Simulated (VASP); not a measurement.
**C: relaxation of cell and atoms with PBE**

The system is C.

```
CELL_PARAMETERS angstrom
1.54082 0.00000 0.00000
0.00000 1.54082 0.00000
0.00000 0.00000 1.54082
ATOMIC_POSITIONS crystal
C 0.00000 0.00000 0.00000
```

```
Program                : VASP 6.6.1
Task                   : relaxation of cell and atoms
Functional             : PBE
Potentials or basis    : VASP PAW PBE potentials, release 64 (C)
Cutoff                 : 600 eV
k mesh                 : 25 × 25 × 25
Occupations            : fermi-dirac, width 0.05 eV
Spin                   : no spin polarisation
Target pressure        : 380 GPa
Dipole correction      : no
Further INCAR settings : ALGO = Normal; EDIFF = 1e-06; IBRION = 2; EDIFFG = -0.005; NSW = 60; ISIF = 3
```

```json
{"Relaxed volume": "3.48 Å³/atom", "Relaxed cell": "a = 1.516 Å, b = 1.516 Å, c = 1.516 Å, α = 90.00°, β = 90.00°, γ = 90.00°", "Space group after relaxing (to 0.05 Å)": "Pm-3m (No. 221)", "Energy change on relaxing (the enthalpy is what falls)": "+373.8 meV/atom", "Ionic steps": "7", "Pressure after relaxing": "380.1 GPa", "Band gap on the k mesh": "zero (band 2 reaches 33.47 eV, above the bottom of band 3 at 17.94 eV)"}
```

Step by step:
| step | energy change (eV) | largest force (eV/Å) | pressure (GPa) | volume (Å³) |
| --- | --- | --- | --- | --- |
| 1 | 0.0000 | 0.0000 | 310.23 | 3.66 |
| 2 | 2.4557 | 0.0000 | 768.03 | 2.88 |
| 3 | 0.3416 | 0.0000 | 374.20 | 3.50 |
| 4 | 0.3693 | 0.0000 | 379.23 | 3.49 |
| 5 | 0.3773 | 0.0000 | 380.61 | 3.48 |
| 6 | 0.3639 | 0.0000 | 378.25 | 3.49 |
| 7 | 0.3738 | 0.0000 | 380.05 | 3.48 |

Final structure:
```
CELL_PARAMETERS angstrom
1.51599 0.00000 0.00000
0.00000 1.51599 0.00000
0.00000 0.00000 1.51599
ATOMIC_POSITIONS crystal
C 0.00000 0.00000 0.00000
```

Levels at points of the mesh, in eV from the Fermi level:
| k point | band 1 | band 2 | band 3 | band 4 | band 5 |
| --- | --- | --- | --- | --- | --- |
| (0.00, 0.00, 0.00) | -31.22 | 13.06 | 13.06 | 13.06 | 30.24 |

Run time: 14 s on 1 thread of Intel(R) Xeon(R) Platinum 8259CL CPU @ 2.50GHz (Skylake/Cascade Lake) (shared host), peak memory 0.11 GiB.

Caveat: the cell is relaxed towards a set pressure, so the enthalpy falls and the energy may rise.
